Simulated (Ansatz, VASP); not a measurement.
## P in VASP and in Ansatz

INCAR

```
SYSTEM = P
ALGO = Normal ; EDIFF = 1E-6
ENCUT = 520 ; GGA = PE
ISIF = 2 ; ISMEAR = -1
LASPH = .TRUE. ; LCHARG = .FALSE.
LREAL = .FALSE. ; LWAVE = .FALSE.
NBANDS = 8 ; NELM = 60
PREC = Accurate ; SIGMA = 0.1
```

KPOINTS

```
k-points
0
G
  16 16 16
  0 0 0
```

POSCAR

```
P
1.0
    0.0000000000      1.9113641148      1.9113641148
    1.9113641148      0.0000000000      1.9113641148
    1.9113641148      1.9113641148      0.0000000000
P
1
Direct
    0.0000000000      0.0000000000      0.0000000000
```

Input for Ansatz:

```yaml
crystal:
  lattice:
    - [0.0, 1.9113641148, 1.9113641148]
    - [1.9113641148, 0.0, 1.9113641148]
    - [1.9113641148, 1.9113641148, 0.0]
  atoms:
    - { symbol: P, position: [0.0, 0.0, 0.0] }
hamiltonian:
  xc: pbe
  pseudopotentials:
    kind: paw
    azcp:
      P: "pseudopotentials/P.paw.azcp"
basis:
  ecutwfc: 420
  fft_grid_basis: typed
kpoints:
  mp_grid: { grid: [16, 16, 16], shift: [0, 0, 0] }
magnetization:
  spin_polarized: false
scf:
  occupations: { method: fermi_dirac, width: 0.1 }
  lower_state_search: "off"
output:
  stress: true
```

Alike in both runs: task single point; functional PBE; k mesh 16 × 16 × 16; occupations fermi-dirac, width 0.1 eV; no spin polarisation.

|  | VASP | Ansatz |
| --- | --- | --- |
| version | VASP 6.6.1 | Ansatz 0.2.0 |
| potentials or method | VASP PAW PBE potentials, release 64 (P), cutoff 520 eV | plane waves (420 eV) with PAW, scalar-relativistic |
| valence electrons in the cell | 5 | 5 |

|  | VASP | Ansatz | Ansatz less VASP |
| --- | --- | --- | --- |
| pressure (GPa) | 4.4 | 4.6 | +0.21 |
